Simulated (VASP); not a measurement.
Wanted: the native input for a VASP 6.6.1 run.

```
Task                   : single point
Functional             : PBEsol
Potentials or basis    : VASP PAW PBE potentials, release 64 (Ni)
Cutoff                 : 520 eV
k mesh                 : 20 × 20 × 20
Occupations            : gaussian, width 0.1 eV
Spin                   : collinear spin, ferromagnetic start
Starting moments       : [0.8] μB
Dipole correction      : no
Further INCAR settings : ALGO = Fast; EDIFF = 1e-06; NBANDS = 15
```

The structure of Ni lies in POSCAR:

```
Ni
1.0
    0.0000000000      1.7217945941      1.7217945941
    1.7217945941      0.0000000000      1.7217945941
    1.7217945941      1.7217945941      0.0000000000
Ni
1
Direct
    0.0000000000      0.0000000000      0.0000000000
```

This cell differs from its parent crystal: Cu replaced by Ni, lengths x 0.964, strained.

These files were run (other wordings do the same):

INCAR

```
PREC = Accurate ; ENCUT = 520
EDIFF = 1E-6 ; ISMEAR = 0
SIGMA = 0.1 ; LREAL = False
LASPH = True ; NELM = 150
ALGO = Fast ; ISIF = 2
LWAVE = False ; LCHARG = False
ISPIN = 2 ; MAGMOM = 0.8
LORBIT = 11 ; LMAXMIX = 4
GGA = PS ; NBANDS = 15
```

KPOINTS

```
regular mesh
0
Gamma
  20 20 20
```

Potentials or basis: VASP PAW PBE potentials, release 64 (Ni).

Run with:

```bash
$ cat potpaw_PBE.64/Ni/POTCAR > POTCAR
$ mpirun -np 1 vasp_std > vasp.out
```

It gave:

```yaml
Pressure: 3.9 GPa
Net_moment: 0.62 μB per cell
Site_moments: Ni +0.62 μB
Valence_electrons_inside_the_program's_atomic_spheres: Ni 9.44
```

Caveat: the cell differs from its parent crystal (Cu replaced by Ni, lengths x 0.964, strained); the PAW data sets were made with another functional, which shifts forces and pressure a little.

It took 2.6 min on 1 thread of AMD EPYC 7R13, on a shared host, peak memory 0.14 GiB.
